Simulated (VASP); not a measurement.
Input of a VASP 6.6.1 run:

File INCAR:

```
PREC = Accurate
ENCUT = 520
EDIFF = 1E-6
ISMEAR = -1
SIGMA = 0.05
LREAL = F
LASPH = T
NELM = 80
ALGO = Normal
ISIF = 2
LWAVE = F
LCHARG = T
GGA = CA
LELF = T
LVHAR = T
NBANDS = 20
```

KPOINTS

```
Automatic mesh
0
Gamma
  13 13 13
```

Contents of POSCAR:

```
TiRh
1.0
    3.0445830232      0.0000000000      0.0000000000
    0.0000000000      3.0445830232      0.0000000000
    0.0000000000      0.0000000000      3.0445830232
Ti Rh
1 1
Direct
    0.5000000000      0.5000000000      0.5000000000
    0.0000000000      0.0000000000      0.0000000000
```

Potentials or basis: VASP PAW LDA potentials, release 64 (Ti_sv, Rh_pv).

The run is started by

```console
$ cat potpaw_LDA.64/Ti_sv/POTCAR potpaw_LDA.64/Rh_pv/POTCAR > POTCAR
$ mpirun -np 1 vasp_std > vasp.out
```

(1) Predict the pressure.

## Answers

(1) 0.4 GPa.
